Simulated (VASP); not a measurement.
# Ti (P6_3/mmc) in VASP: further runs

Ti is run at these levels: PBE; tasks: single point.

All numbers are computed with VASP 6.6.1; they aren't measurements. Logs are shortened: lines on timing, memory, paths and dates and some standing lists are left out, and cuts for length are marked.

## (1) The cell of the first run

Symmetry: P6_3/mmc, No. 194, hexagonal system. The conventional cell has a = 2.890 Å, b = 2.890 Å, c = 4.584 Å, α = 90.00°, β = 90.00°, γ = 120.00°. Within 3.7 Å of Ti (site symmetry -6m2) lie 12 Ti at 2.84 to 2.89 Å.

## (2) Single point, PBE

Input file INCAR:

```
  PREC = Accurate
  ENCUT = 520
  EDIFF = 1E-6
  ISMEAR = 1
  SIGMA = 0.2
  LREAL = False
  LASPH = True
  NELM = 60
  ALGO = Normal
  ISIF = 2
  LWAVE = False
  LCHARG = False
  GGA = PE
  NBANDS = 19
```

Input file KPOINTS:

```
Automatic mesh
0
Gamma
  11 11 6
```

Input file POSCAR:

```
Ti
1.0
    2.8897790207      0.0000000000      0.0000000000
   -1.4448895104      2.5026172030      0.0000000000
    0.0000000000      0.0000000000      4.5844629888
Ti
2
Direct
    0.3333333333      0.6666666667      0.2500000000
    0.6666666667      0.3333333333      0.7500000000
```

Potentials or basis: VASP PAW PBE potentials, release 64 (Ti_sv).

Run with:

```bash
$ cat potpaw_PBE.64/Ti_sv/POTCAR > POTCAR
$ mpirun -np 1 vasp_std > vasp.out
```

OUTCAR:

```text
PREC = Accurate
   ENCUT = 520
   EDIFF = 1E-6
   ISMEAR = 1
   LREAL = False
   LASPH = True
   NELM = 60
   ISIF = 2
   GGA = PE

 ion  position               nearest neighbor table
   1  0.333  0.667  0.250-   2 2.84   2 2.84   2 2.84   2 2.84   2 2.84   2 2.84
   2  0.667  0.333  0.750-   1 2.84   1 2.84   1 2.84   1 2.84   1 2.84   1 2.84

  LATTYP: Found a hexagonal cell.
 ALAT       =     2.8897790207
 C/A-ratio  =     1.5864406780

  Lattice vectors:

 A1 = (   2.8897790207,   0.0000000000,   0.0000000000)
 A2 = (  -1.4448895104,   2.5026172030,   0.0000000000)
 A3 = (   0.0000000000,   0.0000000000,   4.5844629888)

Analysis of symmetry for initial positions (statically):
=====================================================================
 Subroutine PRICEL returns:
 Original cell was already a primitive cell.

 Routine SETGRP: Setting up the symmetry group for a
 hexagonal supercell.

 Subroutine GETGRP returns: Found 24 space group operations
 (whereof 12 operations were pure point group operations)
 out of a pool of 24 trial point group operations.

The static configuration has the point symmetry D_3d.
 The point group associated with its full space group is D_6h.

Analysis of symmetry for dynamics (positions and initial velocities):
=====================================================================
 Subroutine PRICEL returns:
 Original cell was already a primitive cell.

 Routine SETGRP: Setting up the symmetry group for a
 hexagonal supercell.

 Subroutine GETGRP returns: Found 24 space group operations
 (whereof 12 operations were pure point group operations)
 out of a pool of 24 trial point group operations.

The dynamic configuration has the point symmetry D_3d.
 The point group associated with its full space group is D_6h.

 Subroutine INISYM returns: Found 24 space group operations
 (whereof 12 operations are pure point group operations),
 and found     1 'primitive' translations

----------------------------------------------------------------------------------------

                                     Primitive cell

  volume of cell :      33.1549

  direct lattice vectors                    reciprocal lattice vectors
     2.889779021  0.000000000  0.000000000     0.346047221  0.199790843  0.000000000
    -1.444889510  2.502617203  0.000000000     0.000000000  0.399581685  0.000000000
     0.000000000  0.000000000  4.584462989     0.000000000  0.000000000  0.218128056

  length of vectors
     2.889779021  2.889774829  4.584462989     0.399581106  0.399581685  0.218128056

  position of ions in fractional coordinates (direct lattice)
     0.333333333  0.666666667  0.250000000
     0.666666667  0.333333333  0.750000000

  ion indices of the primitive-cell ions
   primitive index   ion index
                 1           1
                 2           2

----------------------------------------------------------------------------------------

 KPOINTS: Automatic mesh

Automatic generation of k-mesh.
 Grid dimensions read from file:
 generate k-points for:   11   11    6

 Generating k-lattice:

  Cartesian coordinates                     Fractional coordinates (reciprocal lattice)
     0.031458838  0.018162804  0.000000000     0.090909091  0.000000000  0.000000000
     0.000000000  0.036325608  0.000000000     0.000000000  0.090909091  0.000000000
     0.000000000  0.000000000  0.036354676     0.000000000  0.000000000  0.166666667

  Length of vectors
     0.036325555  0.036325608  0.036354676

  Shift w.r.t. Gamma in fractional coordinates (k-lattice)
     0.000000000  0.000000000  0.000000000

 Subroutine IBZKPT returns following result:
 ===========================================

 Found     64 irreducible k-points:

 Following reciprocal coordinates:
            Coordinates               Weight
  0.000000  0.000000  0.000000      1.000000
  0.090909  0.000000  0.000000      6.000000
  0.181818  0.000000  0.000000      6.000000
  0.272727 -0.000000  0.000000      6.000000
  0.363636 -0.000000  0.000000      6.000000
  0.454545 -0.000000  0.000000      6.000000
[... 16 lines left out ...]
  0.090909  0.090909  0.166667     12.000000
  0.181818  0.090909  0.166667     24.000000
 [... further k-points ...]
   k-points           NKPTS =     64   k-points in BZ     NKDIM =     64   number of bands    NBANDS=     19
   number of dos      NEDOS =    301   number of ions     NIONS =      2
   total plane-waves  NPLWV =  20736
   dimension x,y,z NGX =    24 NGY =   24 NGZ =   36
   dimension x,y,z NGXF=    48 NGYF=   48 NGZF=   72
   ions per type =               2
   NGX,Y,Z   is equivalent  to a cutoff of  13.81, 13.81, 13.05 a.u.
   NGXF,Y,Z  is equivalent  to a cutoff of  27.61, 27.61, 26.11 a.u.
 SYSTEM =  unknown system
   PREC   = accura    normal or accurate (medium, high low for compatibility)
   ISTART =      0    job   : 0-new  1-cont  2-samecut
   ICHARG =      2    charge: 1-file 2-atom 10-const
   ISPIN  =      1    spin polarized calculation?
   LNONCOLLINEAR =      F non collinear calculations
   LSORBIT =      F    spin-orbit coupling
   LASPH  =      T    aspherical Exc in radial PAW
   ENCUT  =  520.0 eV  38.22 Ry    6.18 a.u.   5.37  5.37  8.52*2*pi/ulx,y,z
   NELM   =     60;   NELMIN=  2; NELMDL= -5     # of ELM steps
   EDIFF  = 0.1E-05   stopping-criterion for ELM
   LREAL  =      F    real-space projection
   EDIFFG = 0.1E-04   stopping-criterion for IOM
   NSW    =      0    number of steps for IOM
   IBRION =     -1    ionic relax: 0-MD 1-quasi-New 2-CG
   NFREE  =      0    steps in history (QN), initial steepest desc. (CG)
   ISIF   =      2    stress and relaxation
   ISYM   =      2    0-nonsym 1-usesym 2-fastsym
   POTIM  = 0.5000    time-step for ionic-motion
   TEBEG  =    0.0;   TEEND  =   0.0 temperature during run
   PSTRESS=    0.0 pullay stress
   NELECT =      24.0000    total number of electrons
   NUPDOWN=      -1.0000    fix difference up-down
   EMIN   =  10.00;   EMAX   =-10.00  energy-range for DOS
   EFERMI =   0.00;   METHOD = LEGACY
   ISMEAR =     1;   SIGMA  =   0.20  broadening in eV -4-tet -1-fermi 0-gaus
   EFERMI_NEDOS =   21; number of points for ismear=-14 and -15
   IALGO  =     38    algorithm
   IMIX   =      4    mixing-type and parameters
     AMIX     =   0.40;   BMIX     =  1.00
     AMIX_MAG =   1.60;   BMIX_MAG =  1.00
  volume/ion in A,a.u.               =      16.58       111.87
  Fermi-wavevector in a.u.,A,eV,Ry     =   1.469928  2.777761 29.397950  2.160688
  Thomas-Fermi vector in A             =   2.585246
   LORBIT       =      0    0 simple, 1 ext, 2 COOP (PROOUT), +10 PAW based schemes
   GGA     = PE    functional components
   LHFCALC =     F    Hartree Fock is set to
   AEXX    =    0.0000 exact exchange contribution
   IVDW    =     0    specifies the selected vdW correction
   LEPSILON=     F    determine dielectric tensor
   LRPA    =     F    only Hartree local field effects (RPA)
 non-spin polarized calculation
 Methfessel and Paxton  Order N= 1 SIGMA  =   0.20
  energy-cutoff  :      520.00
  volume of cell :       33.15
 maximum number of plane-waves:       917
 NGX is ok and might be reduce to    24
   NGX = 11   NGY = 11   NGZ = 17

 number of electron      24.0000000 magnetization

 Free energy of the ion-electron system (eV)
  ---------------------------------------------------
  ext. energy  EPLUGINS =         0.00000000
  ---------------------------------------------------
  free energy    TOTEN  =       -15.64278708 eV

  energy without entropy =      -15.64421703  energy(sigma->0) =      -15.64326373

 E-fermi :   8.8536     XC(G=0): -11.7190

 val. band max:        8.8396574793   @ k =   0.0909   0.0909   0.0000
 cond. band min:       8.8596076165   @ k =   0.0000   0.0000   0.3333
 fundamental gap:      0.0199501372
 Fermi energy:         8.8536339880

 k-point     1 :       0.0000    0.0000    0.0000
  band No.  band energies     occupation
      1     -47.9468      2.00000
      2     -47.7828      2.00000
      3     -24.5905      2.00000
      4     -23.8464      2.00000
      5     -23.8464      2.00000
      6     -23.7710      2.00000
[... 11 lines left out ...]
     18      10.5529     -0.00000
     19      12.1718     -0.00000

 k-point     2 :       0.0909    0.0000    0.0000
  band No.  band energies     occupation
      1     -47.9370      2.00000
      2     -47.7789      2.00000
      3     -24.5695      2.00000
      4     -23.8897      2.00000
      5     -23.8608      2.00000
      6     -23.7797      2.00000
[... 11 lines left out ...]
     18      10.4179     -0.00000
     19      12.2437     -0.00000

 k-point     3 :       0.1818    0.0000    0.0000
  band No.  band energies     occupation
      1     -47.9102      2.00000
      2     -47.7691      2.00000
      3     -24.5101      2.00000
      4     -24.0067      2.00000
      5     -23.8978      2.00000
      6     -23.8942      2.00000
[... 11 lines left out ...]
     18      10.7606     -0.00000
     19      12.3858     -0.00000

 k-point     4 :       0.2727   -0.0000    0.0000
  band No.  band energies     occupation
      1     -47.8729      2.00000
      2     -47.7580      2.00000
      3     -24.4225      2.00000
      4     -24.1616      2.00000
      5     -24.0418      2.00000
      6     -23.9441      2.00000
[... 11 lines left out ...]
     18      11.3863     -0.00000
     19      12.5081     -0.00000

 k-point     5 :       0.3636   -0.0000    0.0000
  band No.  band energies     occupation
      1     -47.8350      2.00000
      2     -47.7512      2.00000
      3     -24.3245      2.00000
      4     -24.3047      2.00000
      5     -24.1720      2.00000
      6     -23.9851      2.00000
[... 11 lines left out ...]
     18      12.0527     -0.00000
     19      12.5835     -0.00000
[... 334 lines left out ...]
      2     -47.7569      2.00000
      3     -24.3990      2.00000
      4     -24.2414      2.00000
      5     -24.1721      2.00000
      6     -23.9728      2.00000
[... 11 lines left out ...]
     18      11.9252     -0.00000
     19      12.5043     -0.00000

 k-point    22 :       0.4545   -0.0000    0.1667
  band No.  band energies     occupation
      1     -47.8048      2.00000
      2     -47.7548      2.00000
      3     -24.4404      2.00000
      4     -24.3011      2.00000
      5     -24.1649      2.00000
      6     -23.9960      2.00000
[... 11 lines left out ...]
     18      12.5986     -0.00000
     19      12.8729      0.00000

 k-point    23 :       0.0909    0.0909    0.1667
  band No.  band energies     occupation
      1     -47.9090      2.00000
      2     -47.7820      2.00000
      3     -24.4879      2.00000
      4     -23.9467      2.00000
      5     -23.9293      2.00000
      6     -23.8726      2.00000
[... 11 lines left out ...]
     18      10.8260     -0.00000
     19      12.2967     -0.00000

 k-point    24 :       0.1818    0.0909    0.1667
  band No.  band energies     occupation
      1     -47.8783      2.00000
      2     -47.7701      2.00000
      3     -24.4331      2.00000
      4     -24.0717      2.00000
      5     -24.0369      2.00000
      6     -23.9204      2.00000
[... 11 lines left out ...]
     18      11.2651     -0.00000
     19      12.3711     -0.00000

 [... further k-points ...]
[... 5 lines left out ...]
  --------------------------------------------------------------------------------------
  -------------------------------------------------------------------------------------
  Total        1.1573785      1.1573740      1.1084885     -0.0000000     -0.0000000     -0.0000000
  in kB       55.9291803     55.9289639     53.5666193     -0.0000000     -0.0000000     -0.0000000
  external PRESSURE =      55.1415879 kB  Pullay stress =       0.0000000 kB

 VOLUME and BASIS-vectors are now :
 -----------------------------------------------------------------------------
  energy-cutoff  :      520.00
  volume of cell :       33.15
      direct lattice vectors                 reciprocal lattice vectors
     2.889779021  0.000000000  0.000000000     0.346047221  0.199790843  0.000000000
    -1.444889510  2.502617203  0.000000000     0.000000000  0.399581685  0.000000000
     0.000000000  0.000000000  4.584462989     0.000000000  0.000000000  0.218128056

 POSITION                                       TOTAL-FORCE (eV/Angst)
 -----------------------------------------------------------------------------------
     -0.00000      1.66841      1.14612        -0.000000     -0.000000      0.000000
      1.44489      0.83421      3.43835         0.000000      0.000000      0.000000
 -----------------------------------------------------------------------------------
    total drift:                                0.000000     -0.000000      0.000000

  FREE ENERGIE OF THE ION-ELECTRON SYSTEM (eV)
  ---------------------------------------------------
  free  energy   TOTEN  =       -15.6427870830 eV

  energy  without entropy=      -15.6442170273  energy(sigma->0) =      -15.64326373
```

It took 55 s on 1 thread of Intel Xeon 8259CL, shared host; peak memory 0.17 GiB.

Results:

| Item | Value |
| --- | --- |
| Free energy | -15.6428 eV |
| Pressure | 5.5 GPa |
| Band gap on the k mesh | zero (bands 12 and 13 overlap by 1.01 eV) |

Caveat: the cell stands under pressure.

## (3) Single point, PBE

This run uses another cell than the first one, of 16.93 Å³/atom.

Input file INCAR:

```
PREC = Accurate
ENCUT = 520
EDIFF = 1E-6
ISMEAR = 1
SIGMA = 0.2
LREAL = F
LASPH = T
NELM = 80
ALGO = Normal
ISIF = 2
LWAVE = F
LCHARG = F
GGA = PE
NBANDS = 19
```

KPOINTS is that of step 2.

Input file POSCAR:

```
Ti
1.0
    2.9101302477      0.0000000000      0.0000000000
   -1.4550651239      2.5202418485      0.0000000000
    0.0000000000      0.0000000000      4.6167490031
Ti
2
Direct
    0.3333333333      0.6666666667      0.2500000000
    0.6666666667      0.3333333333      0.7500000000
```

Potentials or basis: VASP PAW PBE potentials, release 64 (Ti_sv).

Run with:

```bash
$ cat potpaw_PBE.64/Ti_sv/POTCAR > POTCAR
$ mpirun -np 1 vasp_std > vasp.out
```

Run time: 59 s. Hardware: 1 thread of Intel Xeon 8259CL, shared host; peak memory 0.17 GiB.

It converged, with:

- Free energy: -15.6613 eV
- Pressure: 2.8 GPa
- Band gap on the k mesh: zero (bands 12 and 13 overlap by 1.01 eV)

Stress tensor (GPa, compression positive):
```
2.92 0.00 0.00
0.00 2.92 0.00
0.00 0.00 2.66
```

Levels at points of the mesh, in eV from the Fermi level:
```tsv
k point	band 8	band 9	band 10	band 11	band 12	band 13	band 14	band 15	band 16	band 17
(0.00, 0.00, 0.00)	-32.65	-6.29	-2.77	0.78	0.78	0.81	0.88	1.29	1.29	1.66
(0.00, 0.00, 0.50)	-32.70	-4.40	-4.40	0.06	0.06	0.68	0.68	0.68	0.68	2.87
```

## (4) Single point, PBE

This run uses another cell than the first one, of 17.28 Å³/atom.

Input file INCAR:

```
SYSTEM = Ti
PREC = Accurate ; ENCUT = 520
EDIFF = 1E-6 ; ISMEAR = 1
SIGMA = 0.2 ; LREAL = .FALSE.
LASPH = .TRUE. ; NELM = 100
ALGO = Normal ; ISIF = 2
LWAVE = .FALSE. ; LCHARG = .FALSE.
GGA = PE ; NBANDS = 19
```

Input file KPOINTS:

```
regular mesh
0
G
  11 11 6
  0 0 0
```

Input file POSCAR:

```
Ti
1.0
    2.9302007457      0.0000000000      0.0000000000
   -1.4651003729      2.5376233760      0.0000000000
    0.0000000000      0.0000000000      4.6485896576
Ti
2
Direct
    0.3333333333      0.6666666667      0.2500000000
    0.6666666667      0.3333333333      0.7500000000
```

Run with:

```bash
$ cat potpaw_PBE.64/Ti_sv/POTCAR > POTCAR
$ mpirun -np 1 vasp_std > vasp.out
```

Wall time 50 s (1 thread of Intel Xeon 8259CL, shared host); peak memory 0.18 GiB.

Results (log left out):

```yaml
Free_energy: -15.6687 eV
Pressure: 0.4 GPa
Band_gap_on_the_k_mesh: zero (bands 12 and 13 overlap by 1.01 eV)
```

Stress tensor (GPa, compression positive):
```
0.53 0.00 0.00
0.00 0.53 0.00
0.00 0.00 0.25
```

Levels at points of the mesh, in eV from the Fermi level:
| k point | band 9 | band 10 | band 11 | band 12 | band 13 | band 14 | band 15 | band 16 |
| --- | --- | --- | --- | --- | --- | --- | --- | --- |
| (0.00, 0.00, 0.00) | -6.24 | -2.72 | 0.75 | 0.77 | 0.77 | 0.86 | 1.26 | 1.26 |
| (0.00, 0.00, 0.50) | -4.37 | -4.37 | 0.06 | 0.06 | 0.67 | 0.67 | 0.67 | 0.67 |

## (5) Single point, PBE

This run uses another cell than the first one, of 17.64 Å³/atom.

Input file INCAR:

```
  PREC = Accurate
  ENCUT = 520
  EDIFF = 1E-6
  ISMEAR = 1
  SIGMA = 0.2
  LREAL = False
  LASPH = True
  NELM = 100
  ALGO = Normal
  ISIF = 2
  LWAVE = False
  LCHARG = True
  GGA = PE
  LELF = True
  LVHAR = True
  NBANDS = 19
```

Input file KPOINTS:

```
Automatic mesh
0
Gamma
  11 11 6
```

Input file POSCAR:

```
Ti
1.0
    2.9500000000      0.0000000000      0.0000000000
   -1.4750000000      2.5547700000      0.0000000000
    0.0000000000      0.0000000000      4.6800000000
Ti
2
Direct
    0.3333333333      0.6666666667      0.2500000000
    0.6666666667      0.3333333333      0.7500000000
```

Run with:

```bash
$ cat potpaw_PBE.64/Ti_sv/POTCAR > POTCAR
$ mpirun -np 1 vasp_std > vasp.out
```

It took 55 s on 1 thread of Intel Xeon 8259CL, shared host; peak memory 0.17 GiB.

It converged, with:

| Quantity | Value |
| --- | --- |
| Free energy | -15.6659 eV |
| Pressure | -1.8 GPa |
| Band gap on the k mesh | zero (bands 12 and 13 overlap by 1.01 eV) |

Stress tensor (GPa, compression positive):
```
-1.65  0.00  0.00
 0.00 -1.65  0.00
 0.00  0.00 -1.96
```

Levels at points of the mesh, in eV from the Fermi level:
```csv
k point,band 10,band 11,band 12,band 13,band 14,band 15
"(0.00, 0.00, 0.00)",-2.67,0.70,0.76,0.76,0.85,1.24
"(0.00, 0.00, 0.50)",-4.35,0.06,0.06,0.66,0.66,0.66
```

## (6) The runs side by side

```csv
cell,gap on the mesh (eV),pressure (GPa)
"a = 2.890, b = 2.890, c = 4.584 Å, angles 90.0, 90.0, 120.0°, 2 atoms",none,5.5
"a = 2.910, b = 2.910, c = 4.617 Å, angles 90.0, 90.0, 120.0°, 2 atoms",none,2.8
"a = 2.930, b = 2.930, c = 4.649 Å, angles 90.0, 90.0, 120.0°, 2 atoms",none,0.4
"a = 2.950, b = 2.950, c = 4.680 Å, angles 90.0, 90.0, 120.0°, 2 atoms",none,-1.8
```

Alike in all rows: task single point; level PBE; potentials or basis VASP PAW PBE potentials, release 64 (Ti_sv); no spin polarisation; k mesh 11 × 11 × 6; cutoff (eV) 520; smearing methfessel-paxton 0.2 eV.

Caveats: the cell stands under pressure (at least some runs).

Total energies depend on the potentials used, so only differences within one code and one set of settings carry meaning.
